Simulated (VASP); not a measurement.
A run of VASP 6.6.1 is set up as follows.

File POSCAR:

```
SiC
1.0
    3.0753564236      0.0000000000      0.0000000000
   -1.5376782118      2.6633367885      0.0000000000
    0.0000000000      0.0000000000      5.0481087552
Si C
2 2
Direct
    0.3333333333      0.6666666667      0.4995917705
    0.6666666667      0.3333333333      0.9995917705
    0.3333333333      0.6666666667      0.8754082295
    0.6666666667      0.3333333333      0.3754082295
```

File INCAR.step1:

```
PREC = Accurate
ENCUT = 520
EDIFF = 1E-5
ISMEAR = 0
SIGMA = 0.01
LREAL = F
LASPH = T
NELM = 80
ALGO = Normal
ISIF = 2
LWAVE = T
LCHARG = F
GGA = PE
NBANDS = 16
```

Contents of INCAR.step2:

```
PREC = Accurate
ENCUT = 520
EDIFF = 1E-7
ISMEAR = 0
SIGMA = 0.01
LREAL = F
LASPH = T
NELM = 80
ALGO = Normal
ISIF = 2
LWAVE = F
LCHARG = F
GGA = PE
LHFCALC = T
HFSCREEN = 0.2079
PRECFOCK = Normal
ISTART = 1
NBANDS = 16
```

KPOINTS

```
Automatic mesh
0
Gamma
  4 4 4
```

Potentials or basis: VASP PAW PBE potentials, release 64 (Si, C).

Run with:

```sh
$ cat potpaw_PBE.64/Si/POTCAR potpaw_PBE.64/C/POTCAR > POTCAR
$ cp INCAR.step1 INCAR
$ mpirun -np 1 vasp_std > vasp.out
$ cp INCAR.step2 INCAR
$ mpirun -np 1 vasp_std > vasp.out
```

Question: Estimate the largest force.

Answer: 0.057 eV/Å.

Question: What does it give for the band gap on the k mesh?

Answer: 3.75 eV (least direct gap 5.08 eV).

Question: What does it give for the pressure?

Answer: -1.4 GPa.

Forces in eV/Å, atoms in the order of the input:
```
Si   0.000  0.000 -0.057
Si   0.000  0.000 -0.057
C    0.000  0.000  0.057
C    0.000  0.000  0.057
```

Caveat: the k points lie up to 0.59 Å⁻¹ apart; the PAW data sets were made with another functional, which shifts forces and pressure a little. A k mesh can miss the band edges.
